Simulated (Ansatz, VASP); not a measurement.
## Ta: VASP beside Ansatz

Contents of INCAR:

```
SYSTEM = Ta
ALGO = Fast ; EDIFF = 1E-7
ENCUT = 520 ; GGA = PS
ISIF = 2 ; ISMEAR = 0
LASPH = .TRUE. ; LCHARG = .TRUE.
LELF = .TRUE. ; LREAL = .FALSE.
LVHAR = .TRUE. ; LWAVE = .FALSE.
NBANDS = 18 ; NELM = 60
PREC = Accurate ; SIGMA = 0.15
```

Contents of KPOINTS:

```
k-points
0
G
  24 24 12
  0 0 0
```

The input POSCAR:

```
Ta
1.0
    2.8669354486     -0.0430040317      0.0000000000
   -1.4707103082      2.5043409454      0.0000000000
    0.0000000000      0.0000000000      5.0914149207
Ta
2
Direct
    0.6666666667      0.3333333333      0.7500000000
    0.3333333333      0.6666666667      0.2500000000
```

Input for Ansatz:

```yaml
crystal:
  lattice:
    - [2.8669354486, -0.0430040317, 0.0]
    - [-1.4707103082, 2.5043409454, 0.0]
    - [0.0, 0.0, 5.0914149207]
  atoms:
    - { symbol: Ta, position: [0.6666666667, 0.3333333333, 0.75] }
    - { symbol: Ta, position: [0.3333333333, 0.6666666667, 0.25] }
basis:
  ecutwfc: 420
kpoints:
  mp_grid: { grid: [24, 24, 12] }
hamiltonian:
  xc: pbesol
scf:
  occupations: { method: gaussian, width: 0.15 }
output:
  forces: true
  stress: true
  eigenvalues: true
```

Change from the starting cell: strain -0.0300 x Voigt [0, 0, 0, 0, 0, 1], atoms carried along.

Alike in both runs: task single point; functional PBEsol; k mesh 24 × 24 × 12; occupations gaussian, width 0.15 eV; no spin polarisation.

```csv
,VASP,Ansatz
version,VASP 6.6.1,Ansatz 0.2.0
potentials or method,"VASP PAW PBE potentials, release 64 (Ta_pv), cutoff 520 eV","scalar-relativistic, plane waves, PAW"
valence electrons in the cell,22,26
```

```tsv
	VASP	Ansatz	Ansatz less VASP
gap on the k mesh at the Fermi level (eV)	none	none	-
pressure (GPa)	0.2	0.0	-0.14
traceless stress, the component that is largest in VASP (GPa)	0.92	0.91	-0.011
rms of the force components (eV/Å)	0.087	0.087	+0.0002
```

VASP's potentials were made for PBE, not for PBEsol. Atom by atom the forces differ by 0.000 eV/Å (rms over components). A gap of «none» marks a metal or a gap that the smearing closes. VASP's potentials hold 22 valence electrons a cell and Ansatz's 26, so a difference there can come from the potentials and not from the codes.

Neither program's run includes spin-orbit coupling.
